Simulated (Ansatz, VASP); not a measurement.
## MoS2: VASP beside Ansatz

```
Mo S
1.0
     3.13465    0.00000    0.00000
    -1.56733    2.71469    0.00000
     0.00000    0.00000    6.43920
Mo S
1 2
Cartesian
  0.0000 0.0000 0.0000
  0.0000 1.8098 1.5183
  0.0000 1.8098 4.9209
```

Alike in both runs: task single point; functional PBE; dispersion D3(BJ); k mesh 12 × 12 × 6; occupations gaussian, width 0.05 eV; no spin polarisation.

|  | VASP | Ansatz |
| --- | --- | --- |
| version | VASP 6.6.1 | Ansatz 0.2.0 |
| potentials or method | VASP PAW PBE potentials, release 64 (Mo_sv, S), cutoff 500 eV | scalar-relativistic, plane waves, PAW |
| valence electrons in the cell | 26 | 26 |

|  | VASP | Ansatz | Ansatz less VASP |
| --- | --- | --- | --- |
| gap on the k mesh at the Fermi level (eV) | 1.01 | 0.99 | -0.018 |
| least direct gap on the mesh (eV) | 1.71 | 1.71 | -0.004 |
| pressure (GPa) | 6.5 | 6.6 | +0.17 |
| traceless stress, the component that is largest in VASP (GPa) | 3.66 | 3.72 | +0.059 |
| rms of the force components (eV/Å) | 0.482 | 0.490 | +0.0086 |

Atom by atom the forces differ by 0.009 eV/Å (rms over components).
